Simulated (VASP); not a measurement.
Wanted: the native input for a VASP 6.6.1 run.

| Property | Result |
| --- | --- |
| Task | single point |
| Functional | r2SCAN |
| Potentials or basis | VASP PAW PBE potentials, release 64 (Pb_d) |
| Cutoff | 520 eV |
| k mesh | 12 × 12 × 12 |
| Occupations | fermi-dirac, width 0.1 eV |
| Spin | no spin polarisation |
| Dipole correction | no |
| Further INCAR settings | ALGO = Normal; EDIFF = 1e-06; NBANDS = 13 |

The system is Pb.

```
Pb
1.0
     0.00000    2.55648    2.55648
     2.55648    0.00000    2.55648
     2.55648    2.55648    0.00000
Pb
1
Direct
  0.00000 0.00000 0.00000
```

The input as run:

POSCAR

```
Pb
1.0
    0.0000000000      2.5564837256      2.5564837256
    2.5564837256      0.0000000000      2.5564837256
    2.5564837256      2.5564837256      0.0000000000
Pb
1
Direct
    0.0000000000      0.0000000000      0.0000000000
```

INCAR.step1

```
PREC = Accurate
ENCUT = 520
ISMEAR = -1
SIGMA = 0.1
LREAL = F
LASPH = T
NELM = 100
NBANDS = 13
GGA = PE
ALGO = Normal
EDIFF = 1E-4
LWAVE = T
LCHARG = F
```

INCAR.step2

```
PREC = Accurate
ENCUT = 520
EDIFF = 1E-6
ISMEAR = -1
SIGMA = 0.1
LREAL = F
LASPH = T
NELM = 100
ALGO = Normal
ISIF = 2
LWAVE = F
LCHARG = F
METAGGA = R2SCAN
LMIXTAU = T
NBANDS = 13
ISTART = 1
```

KPOINTS

```
regular mesh
0
Gamma
  12 12 12
```

Potentials or basis: VASP PAW PBE potentials, release 64 (Pb_d).

Run with:

```sh
$ cat potpaw_PBE.64/Pb_d/POTCAR > POTCAR
$ cp INCAR.step1 INCAR
$ mpirun -np 1 vasp_std > vasp.out
$ cp INCAR.step2 INCAR
$ mpirun -np 1 vasp_std > vasp.out
```

Results of the run:

```yaml
Pressure: -2.5 GPa
Band_gap_on_the_k_mesh: zero (bands 7 and 8 overlap by 8.38 eV)
```

Caveat: the PAW data sets were made with another functional, which shifts forces and pressure a little; spin-orbit coupling is left out, which moves the levels of the heavy elements.

It took 3.6 min on 1 thread of Intel Xeon 8259CL, on a shared host, peak memory 0.18 GiB.
